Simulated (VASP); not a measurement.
# AlN (P1) in VASP: notebook

AlN is run at these levels: PBE; tasks: single point.

Program: VASP 6.6.1. These are calculated values, not measurements. Logs are shortened: lines on timing, memory, paths and dates and some standing lists are left out, and cuts for length are marked.

## (1) The cell of the first run

The typed cell holds 4 atoms: a = 3.130 Å, b = 3.130 Å, c = 5.018 Å, α = 90.00°, β = 90.00°, γ = 120.00°.

## (2) Single point, PBE (atom 1 (Al) moved by (-0.450, -0.450) A along x and z)

INCAR

```
  ALGO = Normal
  EDIFF = 1E-7
  ENCUT = 520
  GGA = PE
  ISIF = 2
  ISMEAR = 0
  LASPH = T
  LCHARG = F
  LREAL = F
  LWAVE = F
  NBANDS = 16
  NELM = 100
  PREC = Accurate
  SIGMA = 0.05
```

KPOINTS

```
k-points
0
Gamma
  12 12 6
```

POSCAR

```
AlN
1.0
    3.1302395627      0.0000000000      0.0000000000
   -1.5651197814      2.7108669813      0.0000000000
    0.0000000000      0.0000000000      5.0179796546
Al N
2 2
Direct
    0.1895743683      0.6666666667     -0.0879488083
    0.6666666667      0.3333333333      0.5017287175
    0.3333333333      0.6666666667      0.3832712825
    0.6666666667      0.3333333333      0.8832712825
```

Potentials or basis: VASP PAW PBE potentials, release 64 (Al, N).

Started as:

```
$ cat potpaw_PBE.64/Al/POTCAR potpaw_PBE.64/N/POTCAR > POTCAR
$ mpirun -np 1 vasp_std > vasp.out
```

OUTCAR:

```text
EDIFF = 1E-7
   ENCUT = 520
   GGA = PE
   ISIF = 2
   ISMEAR = 0
   LASPH = T
   LREAL = F
   NELM = 100
   PREC = Accurate

 ion  position               nearest neighbor table
   1  0.190  0.667  0.912-   4 1.44   4 1.87   4 2.21   3 2.41   2 2.51   2 2.78   2 3.02   2 3.29

   2  0.667  0.333  0.502-   3 1.90   3 1.90   3 1.90   4 1.91   1 2.51   1 2.78   1 3.02   1 3.29

   3  0.333  0.667  0.383-   2 1.90   2 1.90   2 1.90   1 2.41
   4  0.667  0.333  0.883-   1 1.44   1 1.87   2 1.91   1 2.21

  LATTYP: Found a hexagonal cell.
 ALAT       =     3.1302395627
 C/A-ratio  =     1.6030656932

  Lattice vectors:

 A1 = (   3.1302395627,   0.0000000000,   0.0000000000)
 A2 = (  -1.5651197814,   2.7108669813,   0.0000000000)
 A3 = (   0.0000000000,   0.0000000000,   5.0179796546)

Analysis of symmetry for initial positions (statically):
=====================================================================
 Subroutine PRICEL returns:
 Original cell was already a primitive cell.

 Routine SETGRP: Setting up the symmetry group for a
 hexagonal supercell.

 Subroutine GETGRP returns: Found  1 space group operations
 (whereof  1 operations were pure point group operations)
 out of a pool of 24 trial point group operations.

The static configuration has the point symmetry C_1 .

Analysis of symmetry for dynamics (positions and initial velocities):
=====================================================================
 Subroutine PRICEL returns:
 Original cell was already a primitive cell.

 Routine SETGRP: Setting up the symmetry group for a
 hexagonal supercell.

 Subroutine GETGRP returns: Found  1 space group operations
 (whereof  1 operations were pure point group operations)
 out of a pool of 24 trial point group operations.

The dynamic configuration has the point symmetry C_1 .

 Subroutine INISYM returns: Found  1 space group operations
 (whereof  1 operations are pure point group operations),
 and found     1 'primitive' translations

----------------------------------------------------------------------------------------

                                     Primitive cell

  volume of cell :      42.5809

  direct lattice vectors                    reciprocal lattice vectors
     3.130239563  0.000000000  0.000000000     0.319464367  0.184442838  0.000000000
    -1.565119781  2.710866981  0.000000000     0.000000000  0.368885676  0.000000000
     0.000000000  0.000000000  5.017979655     0.000000000  0.000000000  0.199283391

  length of vectors
     3.130239563  3.130239563  5.017979655     0.368885676  0.368885676  0.199283391

  position of ions in fractional coordinates (direct lattice)
     0.189574368  0.666666667  0.912051192
     0.666666667  0.333333333  0.501728718
     0.333333333  0.666666667  0.383271282
     0.666666667  0.333333333  0.883271282

  ion indices of the primitive-cell ions
   primitive index   ion index
                 1           1
                 2           2
                 3           3
                 4           4

----------------------------------------------------------------------------------------

 KPOINTS: k-points

Automatic generation of k-mesh.
 Grid dimensions read from file:
 generate k-points for:   12   12    6

 Generating k-lattice:

  Cartesian coordinates                     Fractional coordinates (reciprocal lattice)
     0.026622031  0.015370237  0.000000000     0.083333333 -0.000000000  0.000000000
     0.000000000  0.030740473  0.000000000     0.000000000  0.083333333  0.000000000
     0.000000000  0.000000000  0.033213898     0.000000000  0.000000000  0.166666667

  Length of vectors
     0.030740473  0.030740473  0.033213898

  Shift w.r.t. Gamma in fractional coordinates (k-lattice)
     0.000000000  0.000000000  0.000000000

 Subroutine IBZKPT returns following result:
 ===========================================

 Found    436 irreducible k-points:

 Following reciprocal coordinates:
            Coordinates               Weight
  0.000000  0.000000  0.000000      1.000000
  0.083333  0.000000  0.000000      2.000000
  0.000000  0.083333  0.000000      2.000000
 -0.083333  0.083333  0.000000      2.000000
  0.166667 -0.000000  0.000000      2.000000
  0.000000  0.166667  0.000000      2.000000
[... 16 lines left out ...]
  0.166667  0.083333  0.000000      2.000000
 -0.083333  0.250000  0.000000      2.000000
 [... further k-points ...]
   k-points           NKPTS =    436   k-points in BZ     NKDIM =    436   number of bands    NBANDS=     16
   number of dos      NEDOS =    301   number of ions     NIONS =      4
   total plane-waves  NPLWV =  23040
   dimension x,y,z NGX =    24 NGY =   24 NGZ =   40
   dimension x,y,z NGXF=    48 NGYF=   48 NGZF=   80
   ions per type =               2   2
   NGX,Y,Z   is equivalent  to a cutoff of  12.75, 12.75, 13.25 a.u.
   NGXF,Y,Z  is equivalent  to a cutoff of  25.49, 25.49, 26.50 a.u.
 SYSTEM =  unknown system
   PREC   = accura    normal or accurate (medium, high low for compatibility)
   ISTART =      0    job   : 0-new  1-cont  2-samecut
   ICHARG =      2    charge: 1-file 2-atom 10-const
   ISPIN  =      1    spin polarized calculation?
   LNONCOLLINEAR =      F non collinear calculations
   LSORBIT =      F    spin-orbit coupling
   LASPH  =      T    aspherical Exc in radial PAW
   ENCUT  =  520.0 eV  38.22 Ry    6.18 a.u.   5.82  5.82  9.33*2*pi/ulx,y,z
   NELM   =    100;   NELMIN=  2; NELMDL= -5     # of ELM steps
   EDIFF  = 0.1E-06   stopping-criterion for ELM
   LREAL  =      F    real-space projection
   EDIFFG = 0.1E-05   stopping-criterion for IOM
   NSW    =      0    number of steps for IOM
   IBRION =     -1    ionic relax: 0-MD 1-quasi-New 2-CG
   NFREE  =      0    steps in history (QN), initial steepest desc. (CG)
   ISIF   =      2    stress and relaxation
   ISYM   =      2    0-nonsym 1-usesym 2-fastsym
   POTIM  = 0.5000    time-step for ionic-motion
   TEBEG  =    0.0;   TEEND  =   0.0 temperature during run
   PSTRESS=    0.0 pullay stress
   NELECT =      16.0000    total number of electrons
   NUPDOWN=      -1.0000    fix difference up-down
   EMIN   =  10.00;   EMAX   =-10.00  energy-range for DOS
   EFERMI =   0.00;   METHOD = LEGACY
   ISMEAR =     0;   SIGMA  =   0.05  broadening in eV -4-tet -1-fermi 0-gaus
   EFERMI_NEDOS =   21; number of points for ismear=-14 and -15
   IALGO  =     38    algorithm
   IMIX   =      4    mixing-type and parameters
     AMIX     =   0.40;   BMIX     =  1.00
     AMIX_MAG =   1.60;   BMIX_MAG =  1.00
  volume/ion in A,a.u.               =      10.65        71.84
  Fermi-wavevector in a.u.,A,eV,Ry     =   1.181345  2.232418 18.987951  1.395575
  Thomas-Fermi vector in A             =   2.317620
   LORBIT       =      0    0 simple, 1 ext, 2 COOP (PROOUT), +10 PAW based schemes
   GGA     = PE    functional components
   LHFCALC =     F    Hartree Fock is set to
   AEXX    =    0.0000 exact exchange contribution
   IVDW    =     0    specifies the selected vdW correction
   LEPSILON=     F    determine dielectric tensor
   LRPA    =     F    only Hartree local field effects (RPA)
 non-spin polarized calculation
 Gauss-broadening in eV      SIGMA  =   0.05
  energy-cutoff  :      520.00
  volume of cell :       42.58
 maximum number of plane-waves:      1170
   NGX = 11   NGY = 11   NGZ = 19

 number of electron      15.9999998 magnetization

 Free energy of the ion-electron system (eV)
  ---------------------------------------------------
  ext. energy  EPLUGINS =         0.00000000
  ---------------------------------------------------
  free energy    TOTEN  =       -25.59229655 eV

  energy without entropy =      -25.59229655  energy(sigma->0) =      -25.59229655

 E-fermi :   6.5782     XC(G=0): -10.7764

 val. band max:        6.3525869573   @ k =   0.0000   0.0000   0.0000
 cond. band min:       9.1575129134   @ k =   0.0000   0.0000   0.0000
 fundamental gap:      2.8049259561
 Fermi energy:         6.5782355973

 k-point     1 :       0.0000    0.0000    0.0000
  band No.  band energies     occupation
      1      -9.7754      2.00000
      2      -6.8942      2.00000
      3       0.0700      2.00000
      4       3.2616      2.00000
      5       4.6860      2.00000
      6       6.0963      2.00000
[... 8 lines left out ...]
     15      18.2688      0.00000
     16      18.7076      0.00000

 k-point     2 :       0.0833    0.0000    0.0000
  band No.  band energies     occupation
      1      -9.6931      2.00000
      2      -6.8396      2.00000
      3       0.1694      2.00000
      4       2.9987      2.00000
      5       4.5618      2.00000
      6       5.6827      2.00000
[... 8 lines left out ...]
     15      18.6683      0.00000
     16      18.8713      0.00000

 k-point     3 :       0.0000    0.0833    0.0000
  band No.  band energies     occupation
      1      -9.6940      2.00000
      2      -6.8390      2.00000
      3       0.1679      2.00000
      4       3.0190      2.00000
      5       4.5169      2.00000
      6       5.7392      2.00000
[... 8 lines left out ...]
     15      18.6634      0.00000
     16      18.8250      0.00000

 k-point     4 :      -0.0833    0.0833    0.0000
  band No.  band energies     occupation
      1      -9.6981      2.00000
      2      -6.8393      2.00000
      3       0.1664      2.00000
      4       3.1777      2.00000
      5       4.2736      2.00000
      6       5.7166      2.00000
[... 8 lines left out ...]
     15      18.3701      0.00000
     16      18.9219      0.00000
[... 324 lines left out ...]
 k-point    22 :      -0.1667    0.0833    0.0000
  band No.  band energies     occupation
      1      -9.5419      2.00000
      2      -6.7360      2.00000
      3       0.3605      2.00000
      4       2.7591      2.00000
      5       3.9750      2.00000
      6       5.0729      2.00000
[... 8 lines left out ...]
     15      17.9855      0.00000
     16      18.8550      0.00000

 k-point    23 :       0.1667    0.0833    0.0000
  band No.  band energies     occupation
      1      -9.2270      2.00000
      2      -6.5533      2.00000
      3       0.7442      2.00000
      4       1.7283      2.00000
      5       3.8637      2.00000
      6       4.4720      2.00000
[... 8 lines left out ...]
     15      18.2574      0.00000
     16      18.7442      0.00000

 k-point    24 :      -0.0833    0.2500    0.0000
  band No.  band energies     occupation
      1      -9.2523      2.00000
      2      -6.5476      2.00000
      3       0.7233      2.00000
      4       1.9976      2.00000
      5       3.5140      2.00000
      6       4.3683      2.00000
[... 8 lines left out ...]
     15      18.3078      0.00000
     16      19.5097      0.00000

 [... further k-points ...]

------------------------ aborting loop because EDIFF is reached ----------------------------------------

  FORCE on cell =-STRESS in cart. coord.  units (eV):
  Direction    XX          YY          ZZ          XY          YZ          ZX
  --------------------------------------------------------------------------------------
  -------------------------------------------------------------------------------------
  Total       13.8505732     10.4737038     -0.6195187     12.9420538      1.8966102      2.5377069
  in kB      521.1510869    394.0907027    -23.3104320    486.9665196     71.3631473     95.4854860
  external PRESSURE =     297.3104525 kB  Pullay stress =       0.0000000 kB

 VOLUME and BASIS-vectors are now :
 -----------------------------------------------------------------------------
  energy-cutoff  :      520.00
  volume of cell :       42.58
      direct lattice vectors                 reciprocal lattice vectors
     3.130239563  0.000000000  0.000000000     0.319464367  0.184442838  0.000000000
    -1.565119781  2.710866981  0.000000000     0.000000000  0.368885676  0.000000000
     0.000000000  0.000000000  5.017979655     0.000000000  0.000000000  0.199283391

 POSITION                                       TOTAL-FORCE (eV/Angst)
 -----------------------------------------------------------------------------------
     -0.45000      1.80724      4.57665        15.966392     10.873606      5.002477
      1.56512      0.90362      2.51766        -0.474975     -0.263534     -3.238791
     -0.00000      1.80724      1.92325        -0.513726      0.047676      1.062052
      1.56512      0.90362      4.43224       -14.977690    -10.657747     -2.825738
 -----------------------------------------------------------------------------------
    total drift:                               -0.000299     -0.000078      0.000410

  FREE ENERGIE OF THE ION-ELECTRON SYSTEM (eV)
  ---------------------------------------------------
  free  energy   TOTEN  =       -25.5922965525 eV

  energy  without entropy=      -25.5922965525  energy(sigma->0) =      -25.59229655
```

It took 96 s on 1 thread of Intel Xeon 6975P-C (Granite Rapids), shared host; peak memory 0.34 GiB.

What came out:

```yaml
Free_energy: -25.5923 eV
Pressure: 29.7 GPa
Largest_force: 19.955 eV/Å
Band_gap_on_the_k_mesh: 2.80 eV
```

Forces on the atoms (eV/Å):
```
Al   15.966  10.874   5.002
Al   -0.475  -0.264  -3.239
N    -0.514   0.048   1.062
N   -14.978 -10.658  -2.826
```

Stress tensor (GPa, compression positive):
```
52.12 48.70  9.55
48.70 39.41  7.14
 9.55  7.14 -2.33
```

Levels at points of the mesh, in eV from the valence-band top:
```
           k point  band 4  band 5  band 6  band 7  band 8  band 9  band 10  band 11  band 12  band 13
(0.00, 0.00, 0.00)   -3.09   -1.67   -0.26   -0.20    0.00    2.80     6.21     9.73    10.06    10.85
(0.50, 0.00, 0.00)   -4.48   -3.65   -2.83   -1.94   -0.80    4.59     5.57     7.39     8.34    10.30
(0.00, 0.50, 0.00)   -4.39   -3.80   -2.94   -1.64   -0.87    4.35     5.07     7.20     9.40    10.21
(0.50, 0.50, 0.00)   -4.42   -3.89   -3.75   -1.40   -0.93    4.65     5.48     7.55     9.81    10.08
(0.00, 0.00, 0.50)   -3.38   -2.59   -1.56   -0.27   -0.24    4.88     6.38     8.81     9.52    10.29
(0.50, 0.00, 0.50)   -5.53   -2.66   -2.19   -1.12   -0.85    3.82     4.70     8.00     8.31    10.09
(0.00, 0.50, 0.50)   -5.45   -2.84   -2.30   -1.13   -1.05    4.09     4.81     8.01     8.65     9.64
(0.50, 0.50, 0.50)   -5.50   -3.69   -2.27   -1.13   -1.04    4.39     5.29     8.31     9.08    10.21
```

Caveat: the cell differs from its parent crystal (atom 1 (Al) moved by (-0.450, -0.450) A along x and z); the stress differs along the axes, from -2 to 52 GPa; forces of over 1 eV/Å act on the atoms, so gaps and moduli don't describe the material at rest. A k mesh can miss the band edges.

## (3) Single point, PBE (atom 1 (Al) moved by (-0.450, +0.000) A along x and z)

INCAR

```
SYSTEM = AlN
PREC = Accurate
ENCUT = 520
EDIFF = 1E-7
ISMEAR = 0
SIGMA = 0.05
LREAL = .False.
LASPH = .True.
NELM = 80
ALGO = Normal
ISIF = 2
LWAVE = .False.
LCHARG = .False.
GGA = PE
NBANDS = 16
```

KPOINTS

```
regular mesh
0
Gamma
  12 12 6
  0 0 0
```

Edit POSCAR of step 2 so:

```diff
@@ -8,3 +8,3 @@
 Direct
-    0.1895743683      0.6666666667     -0.0879488083
+    0.1895743683      0.6666666667      0.0017287175
     0.6666666667      0.3333333333      0.5017287175
```

Potentials or basis: VASP PAW PBE potentials, release 64 (Al, N).

Started as:

```
$ cat potpaw_PBE.64/Al/POTCAR potpaw_PBE.64/N/POTCAR > POTCAR
$ mpirun -np 1 vasp_std > vasp.out
```

It took 95 s on 1 thread of Intel Xeon 6975P-C (Granite Rapids), shared host; peak memory 0.35 GiB.

The run converged. Its results:

- Free energy: -28.0162 eV
- Pressure: 13.7 GPa
- Largest force: 11.252 eV/Å
- Band gap on the k mesh: 3.41 eV

Forces on the atoms (eV/Å):
```
Al   8.920  5.872  3.544
Al  -0.257 -0.152  0.235
N   -0.674 -0.007 -0.418
N   -7.989 -5.713 -3.362
```

Stress tensor (GPa, compression positive):
```
21.21 21.71 13.08
21.71 14.45 12.33
13.08 12.33  5.49
```

Levels at points of the mesh, in eV from the valence-band top:
```csv
k point,band 5,band 6,band 7,band 8,band 9,band 10,band 11,band 12
"(0.00, 0.00, 0.00)",-1.06,-0.87,-0.42,0.00,3.41,5.78,9.83,10.52
"(0.50, 0.00, 0.00)",-3.58,-2.30,-2.19,-0.73,5.24,5.42,7.59,9.01
"(0.00, 0.50, 0.00)",-3.71,-2.29,-2.14,-0.86,4.96,5.23,7.04,9.64
"(0.50, 0.50, 0.00)",-3.76,-2.69,-2.02,-1.32,5.22,5.32,7.30,9.74
"(0.00, 0.00, 0.50)",-1.57,-0.94,-0.89,-0.16,5.50,5.79,9.08,9.86
"(0.50, 0.00, 0.50)",-1.98,-1.79,-1.56,-1.18,4.47,4.71,8.31,8.94
"(0.00, 0.50, 0.50)",-2.14,-1.93,-1.64,-1.21,4.69,4.80,8.06,8.77
"(0.50, 0.50, 0.50)",-2.40,-1.97,-1.87,-1.46,4.88,5.02,8.31,8.85
```

Caveat: the cell differs from its parent crystal (atom 1 (Al) moved by (-0.450, +0.000) A along x and z); the stress differs along the axes, from 5 to 21 GPa; forces of over 1 eV/Å act on the atoms, so gaps and moduli don't describe the material at rest. A k mesh can miss the band edges.

[end of part 1 of 2]
